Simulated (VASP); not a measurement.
# Al4Cl (Im-3m) in VASP: further runs

The runs below take Al4Cl through single point, relaxation of cell and atoms, with PBE.

Program: VASP 6.6.1. These are calculated values, not measurements. Logs are shortened: lines on timing, memory, paths and dates and some standing lists are left out, and cuts for length are marked.

**1. The cell of the first run**

Symmetry: Im-3m, No. 229, cubic system. Conventional cell: a = 6.235 Å, b = 6.235 Å, c = 6.235 Å, α = 90.00°, β = 90.00°, γ = 90.00°. Within 3.6 Å of Al (site symmetry -3m) lie 2 Cl at 2.70 Å and 6 Al at 3.12 Å. Cl (site symmetry m-3m) has 8 Al at 2.70 Å within 3.6 Å.

**2. Single point, PBE**

File INCAR:

```
SYSTEM = Al4Cl
ALGO     = Normal         ! electronic algorithm
EDIFF    = 1E-7           ! SCF threshold, eV
ENCUT    = 520            ! plane-wave cutoff, eV
GGA      = PE             ! functional
ISIF     = 2              ! what is computed and relaxed
ISMEAR   = 0              ! smearing method
LASPH    = .True.         ! aspherical terms in the spheres
LCHARG   = .False.        ! write CHGCAR
LREAL    = .False.        ! projectors in reciprocal space
LWAVE    = .False.        ! write WAVECAR
NBANDS   = 18             ! bands
NELM     = 100            ! most SCF steps
PREC     = Accurate       ! precision mode
SIGMA    = 0.1            ! smearing width, eV
```

File KPOINTS:

```
k-points
0
Gamma
  8 8 8
  0 0 0
```

File POSCAR:

```
Al4Cl
1.0
   -3.1173013784      3.1173013784      3.1173013784
    3.1173013784     -3.1173013784      3.1173013784
    3.1173013784      3.1173013784     -3.1173013784
Al Cl
4 1
Direct
    0.5000000000      0.5000000000      0.5000000000
    0.0000000000      0.0000000000      0.5000000000
    0.0000000000      0.5000000000      0.0000000000
    0.5000000000      0.0000000000      0.0000000000
    0.0000000000      0.0000000000      0.0000000000
```

Potentials or basis: VASP PAW PBE potentials, release 64 (Al, Cl).

Started as:

```
$ cat potpaw_PBE.64/Al/POTCAR potpaw_PBE.64/Cl/POTCAR > POTCAR
$ mpirun -np 1 vasp_std > vasp.out
```

OUTCAR:

```text
SYSTEM = Al4Cl
   EDIFF = 1E-7
   ENCUT = 520
   GGA = PE
   ISIF = 2
   ISMEAR = 0
   LASPH = .True.
   LREAL = .False.
   NELM = 100
   PREC = Accurate

 ion  position               nearest neighbor table
   1  0.500  0.500  0.500-   5 2.70   5 2.70   4 3.12   2 3.12   4 3.12   3 3.12   2 3.12   3 3.12

   2  0.000  0.000  0.500-   5 2.70   5 2.70   4 3.12   1 3.12   3 3.12   3 3.12   4 3.12   1 3.12

   3  0.000  0.500  0.000-   5 2.70   5 2.70   4 3.12   1 3.12   2 3.12   2 3.12   1 3.12   4 3.12

   4  0.500  0.000  0.000-   5 2.70   5 2.70   3 3.12   1 3.12   1 3.12   2 3.12   2 3.12   3 3.12

   5  0.000  0.000  0.000-   1 2.70   2 2.70   3 2.70   4 2.70   2 2.70   3 2.70   4 2.70   1 2.70

  LATTYP: Found a body centered cubic cell.
 ALAT       =     6.2346027568

  Lattice vectors:

 A1 = (  -3.1173013784,   3.1173013784,   3.1173013784)
 A2 = (   3.1173013784,  -3.1173013784,   3.1173013784)
 A3 = (   3.1173013784,   3.1173013784,  -3.1173013784)

Analysis of symmetry for initial positions (statically):
=====================================================================
 Subroutine PRICEL returns:
 Original cell was already a primitive cell.

 Routine SETGRP: Setting up the symmetry group for a
 body centered cubic supercell.

 Subroutine GETGRP returns: Found 48 space group operations
 (whereof 48 operations were pure point group operations)
 out of a pool of 48 trial point group operations.

The static configuration has the point symmetry O_h .

Analysis of symmetry for dynamics (positions and initial velocities):
=====================================================================
 Subroutine PRICEL returns:
 Original cell was already a primitive cell.

 Routine SETGRP: Setting up the symmetry group for a
 body centered cubic supercell.

 Subroutine GETGRP returns: Found 48 space group operations
 (whereof 48 operations were pure point group operations)
 out of a pool of 48 trial point group operations.

The dynamic configuration has the point symmetry O_h .

 Subroutine INISYM returns: Found 48 space group operations
 (whereof 48 operations are pure point group operations),
 and found     1 'primitive' translations

----------------------------------------------------------------------------------------

                                     Primitive cell

  volume of cell :     121.1704

  direct lattice vectors                    reciprocal lattice vectors
    -3.117301378  3.117301378  3.117301378     0.000000000  0.160395143  0.160395143
     3.117301378 -3.117301378  3.117301378     0.160395143  0.000000000  0.160395143
     3.117301378  3.117301378 -3.117301378     0.160395143  0.160395143  0.000000000

  length of vectors
     5.399324370  5.399324370  5.399324370     0.226832986  0.226832986  0.226832986

  position of ions in fractional coordinates (direct lattice)
     0.500000000  0.500000000  0.500000000
     0.000000000  0.000000000  0.500000000
     0.000000000  0.500000000  0.000000000
     0.500000000  0.000000000  0.000000000
     0.000000000  0.000000000  0.000000000

  ion indices of the primitive-cell ions
   primitive index   ion index
                 1           1
                 2           2
                 3           3
                 4           4
                 5           5

----------------------------------------------------------------------------------------

 KPOINTS: k-points

Automatic generation of k-mesh.
 Grid dimensions read from file:
 generate k-points for:    8    8    8

 Generating k-lattice:

  Cartesian coordinates                     Fractional coordinates (reciprocal lattice)
     0.000000000  0.020049393  0.020049393     0.125000000  0.000000000  0.000000000
     0.020049393  0.000000000  0.020049393     0.000000000  0.125000000  0.000000000
     0.020049393  0.020049393  0.000000000     0.000000000  0.000000000  0.125000000

  Length of vectors
     0.028354123  0.028354123  0.028354123

  Shift w.r.t. Gamma in fractional coordinates (k-lattice)
     0.000000000  0.000000000  0.000000000

 Subroutine IBZKPT returns following result:
 ===========================================

 Found     29 irreducible k-points:

 Following reciprocal coordinates:
            Coordinates               Weight
  0.000000  0.000000  0.000000      1.000000
  0.125000  0.000000  0.000000     12.000000
  0.250000  0.000000  0.000000     12.000000
  0.375000  0.000000  0.000000     12.000000
  0.500000  0.000000  0.000000      6.000000
  0.125000  0.125000  0.000000     24.000000
[... 16 lines left out ...]
 -0.250000  0.250000  0.250000      6.000000
 -0.375000  0.375000  0.250000     24.000000
 [... further k-points ...]
   k-points           NKPTS =     29   k-points in BZ     NKDIM =     29   number of bands    NBANDS=     18
   number of dos      NEDOS =    301   number of ions     NIONS =      5
   total plane-waves  NPLWV =  64000
   dimension x,y,z NGX =    40 NGY =   40 NGZ =   40
   dimension x,y,z NGXF=    80 NGYF=   80 NGZF=   80
   ions per type =               4   1
   NGX,Y,Z   is equivalent  to a cutoff of  12.32, 12.32, 12.32 a.u.
   NGXF,Y,Z  is equivalent  to a cutoff of  24.63, 24.63, 24.63 a.u.
 SYSTEM =  Al4Cl
   PREC   = accura    normal or accurate (medium, high low for compatibility)
   ISTART =      0    job   : 0-new  1-cont  2-samecut
   ICHARG =      2    charge: 1-file 2-atom 10-const
   ISPIN  =      1    spin polarized calculation?
   LNONCOLLINEAR =      F non collinear calculations
   LSORBIT =      F    spin-orbit coupling
   LASPH  =      T    aspherical Exc in radial PAW
   ENCUT  =  520.0 eV  38.22 Ry    6.18 a.u.  10.04 10.04 10.04*2*pi/ulx,y,z
   NELM   =    100;   NELMIN=  2; NELMDL= -5     # of ELM steps
   EDIFF  = 0.1E-06   stopping-criterion for ELM
   LREAL  =      F    real-space projection
   EDIFFG = 0.1E-05   stopping-criterion for IOM
   NSW    =      0    number of steps for IOM
   IBRION =     -1    ionic relax: 0-MD 1-quasi-New 2-CG
   NFREE  =      0    steps in history (QN), initial steepest desc. (CG)
   ISIF   =      2    stress and relaxation
   ISYM   =      2    0-nonsym 1-usesym 2-fastsym
   POTIM  = 0.5000    time-step for ionic-motion
   TEBEG  =    0.0;   TEEND  =   0.0 temperature during run
   PSTRESS=    0.0 pullay stress
   NELECT =      19.0000    total number of electrons
   NUPDOWN=      -1.0000    fix difference up-down
   EMIN   =  10.00;   EMAX   =-10.00  energy-range for DOS
   EFERMI =   0.00;   METHOD = LEGACY
   ISMEAR =     0;   SIGMA  =   0.10  broadening in eV -4-tet -1-fermi 0-gaus
   EFERMI_NEDOS =   21; number of points for ismear=-14 and -15
   IALGO  =     38    algorithm
   IMIX   =      4    mixing-type and parameters
     AMIX     =   0.40;   BMIX     =  1.00
     AMIX_MAG =   1.60;   BMIX_MAG =  1.00
  volume/ion in A,a.u.               =      24.23       163.54
  Fermi-wavevector in a.u.,A,eV,Ry     =   0.882796  1.668243 10.603422  0.779330
  Thomas-Fermi vector in A             =   2.003476
   LORBIT       =      0    0 simple, 1 ext, 2 COOP (PROOUT), +10 PAW based schemes
   GGA     = PE    functional components
   LHFCALC =     F    Hartree Fock is set to
   AEXX    =    0.0000 exact exchange contribution
   IVDW    =     0    specifies the selected vdW correction
   LEPSILON=     F    determine dielectric tensor
   LRPA    =     F    only Hartree local field effects (RPA)
 non-spin polarized calculation
 Gauss-broadening in eV      SIGMA  =   0.10
  energy-cutoff  :      520.00
  volume of cell :      121.17
 maximum number of plane-waves:      3319
   NGX = 21   NGY = 21   NGZ = 21

 number of electron      18.9999999 magnetization

 Free energy of the ion-electron system (eV)
  ---------------------------------------------------
  ext. energy  EPLUGINS =         0.00000000
  ---------------------------------------------------
  free energy    TOTEN  =       -14.01673581 eV

  energy without entropy =      -14.00069531  energy(sigma->0) =      -14.00871556

 E-fermi :   4.6589     XC(G=0):  -8.7639

 val. band max:        4.5936699149   @ k =   0.5000   0.5000   0.3750
 cond. band min:       4.6704917402   @ k =   0.2500   0.1250   0.1250
 fundamental gap:      0.0768218253
 Fermi energy:         4.6588806088

 k-point     1 :       0.0000    0.0000    0.0000
  band No.  band energies     occupation
      1     -13.5924      2.00000
      2      -2.6371      2.00000
      3      -2.6371      2.00000
      4      -2.6371      2.00000
      5      -2.3435      2.00000
      6       2.0738      2.00000
[... 10 lines left out ...]
     17      10.2260      0.00000
     18      10.2260      0.00000

 k-point     2 :       0.1250    0.0000    0.0000
  band No.  band energies     occupation
      1     -13.5869      2.00000
      2      -3.0429      2.00000
      3      -2.6955      2.00000
      4      -2.6349      2.00000
      5      -1.8535      2.00000
      6       1.8093      2.00000
[... 10 lines left out ...]
     17       9.8803      0.00000
     18       9.9756      0.00000

 k-point     3 :       0.2500    0.0000    0.0000
  band No.  band energies     occupation
      1     -13.5737      2.00000
      2      -3.4391      2.00000
      3      -2.8257      2.00000
      4      -2.6299      2.00000
      5      -1.2512      2.00000
      6       1.3943      2.00000
[... 10 lines left out ...]
     17       9.1090      0.00000
     18       9.6007      0.00000

 k-point     4 :       0.3750    0.0000    0.0000
  band No.  band energies     occupation
      1     -13.5604      2.00000
      2      -3.6877      2.00000
      3      -2.9434      2.00000
      4      -2.6253      2.00000
      5      -0.8144      2.00000
      6       1.1051      2.00000
[... 375 lines left out ...]
      4      -3.2522      2.00000
      5       0.9045      2.00000
      6       0.9984      2.00000
[... 10 lines left out ...]
     17       8.1826      0.00000
     18       8.1826      0.00000

 k-point    23 :      -0.2500    0.2500    0.2500
  band No.  band energies     occupation
      1     -13.5569      2.00000
      2      -3.4652      2.00000
      3      -3.0523      2.00000
      4      -3.0523      2.00000
      5      -0.3421      2.00000
      6       1.7214      2.00000
[... 10 lines left out ...]
     17       9.8370      0.00000
     18       9.9467      0.00000

 k-point    24 :      -0.3750    0.3750    0.2500
  band No.  band energies     occupation
      1     -13.5449      2.00000
      2      -3.5667      2.00000
      3      -3.1900      2.00000
      4      -3.1291      2.00000
      5       0.2293      2.00000
      6       1.5126      2.00000
[... 10 lines left out ...]
     17       9.3673      0.00000
     18       9.9995      0.00000

 [... further k-points ...]

------------------------ aborting loop because EDIFF is reached ----------------------------------------

  FORCE on cell =-STRESS in cart. coord.  units (eV):
  Direction    XX          YY          ZZ          XY          YZ          ZX
  --------------------------------------------------------------------------------------
  -------------------------------------------------------------------------------------
  Total       -0.0018023     -0.0018023     -0.0018023     -0.0000000     -0.0000000      0.0000000
  in kB       -0.0238311     -0.0238311     -0.0238311     -0.0000000     -0.0000000      0.0000000
  external PRESSURE =      -0.0238311 kB  Pullay stress =       0.0000000 kB

 VOLUME and BASIS-vectors are now :
 -----------------------------------------------------------------------------
  energy-cutoff  :      520.00
  volume of cell :      121.17
      direct lattice vectors                 reciprocal lattice vectors
    -3.117301378  3.117301378  3.117301378     0.000000000  0.160395143  0.160395143
     3.117301378 -3.117301378  3.117301378     0.160395143  0.000000000  0.160395143
     3.117301378  3.117301378 -3.117301378     0.160395143  0.160395143  0.000000000

 POSITION                                       TOTAL-FORCE (eV/Angst)
 -----------------------------------------------------------------------------------
      1.55865      1.55865      1.55865        -0.000000     -0.000000     -0.000000
      1.55865      1.55865     -1.55865        -0.000000     -0.000000      0.000000
      1.55865     -1.55865      1.55865         0.000000      0.000000      0.000000
     -1.55865      1.55865      1.55865         0.000000      0.000000     -0.000000
      0.00000      0.00000      0.00000         0.000000      0.000000     -0.000000
 -----------------------------------------------------------------------------------
    total drift:                               -0.000000      0.000000      0.000000

  FREE ENERGIE OF THE ION-ELECTRON SYSTEM (eV)
  ---------------------------------------------------
  free  energy   TOTEN  =       -14.0167358082 eV

  energy  without entropy=      -14.0006953103  energy(sigma->0) =      -14.00871556
```

Wall time 47 s (1 thread of Intel Xeon 6975P-C, shared host); peak memory 0.25 GiB.

What came out:

```yaml
Free_energy: -14.0167 eV
Pressure: 0.0 GPa
```

Caveat: an odd number of electrons without spin polarisation forces a metal; a magnetic or distorted state may lie lower.

**3. Relaxation of cell and atoms, PBE**

File INCAR:

```
  ALGO = Normal
  EDIFF = 1E-6
  EDIFFG = -0.01
  ENCUT = 600
  GGA = PE
  IBRION = 2
  ISIF = 3
  ISMEAR = 0
  LASPH = True
  LCHARG = False
  LREAL = False
  LWAVE = False
  NELM = 100
  NSW = 100
  PREC = Accurate
  SIGMA = 0.1
```

File KPOINTS:

```
k-points
0
Gamma
  8 8 8
```

Edit POSCAR of step 2 so:

```diff
@@ -2,5 +2,5 @@
 1.0
-   -3.1173013784      3.1173013784      3.1173013784
-    3.1173013784     -3.1173013784      3.1173013784
-    3.1173013784      3.1173013784     -3.1173013784
+   -3.1191539021      3.1191539021      3.1191539021
+    3.1191539021     -3.1191539021      3.1191539021
+    3.1191539021      3.1191539021     -3.1191539021
 Al Cl
```

Potentials or basis: VASP PAW PBE potentials, release 64 (Al, Cl).

Started as:

```
$ cat potpaw_PBE.64/Al/POTCAR potpaw_PBE.64/Cl/POTCAR > POTCAR
$ mpirun -np 1 vasp_std > vasp.out
```

It took 53 s on 1 thread of Intel Xeon 6975P-C, shared host; peak memory 0.32 GiB.

It converged, with:

| Item | Value |
| --- | --- |
| Free energy | -14.0170 eV |
| Pressure after relaxing | 0.0 GPa |

Final structure:
```
Al Cl
1.0
    -3.11915    3.11915    3.11915
     3.11915   -3.11915    3.11915
     3.11915    3.11915   -3.11915
Al Cl
4 1
Direct
  0.50000 0.50000 0.50000
  0.00000 0.00000 0.50000
  0.00000 0.50000 0.00000
  0.50000 0.00000 0.00000
  0.00000 0.00000 0.00000
```

Levels at points of the mesh, in eV from the Fermi level:
```
           k point  band 7  band 8  band 9  band 10  band 11  band 12  band 13
(0.00, 0.00, 0.00)   -2.59   -2.59   -0.76    -0.76    -0.76     1.90     1.90
(0.50, 0.00, 0.00)   -3.30   -0.85   -0.83    -0.67     0.61     1.60     1.68
(0.50, 0.50, 0.50)   -2.43   -2.43   -2.43    -0.30     0.56     0.56     0.56
```

Caveat: the relaxation stopped at its first step, so nothing moved; an odd number of electrons without spin polarisation forces a metal; a magnetic or distorted state may lie lower.
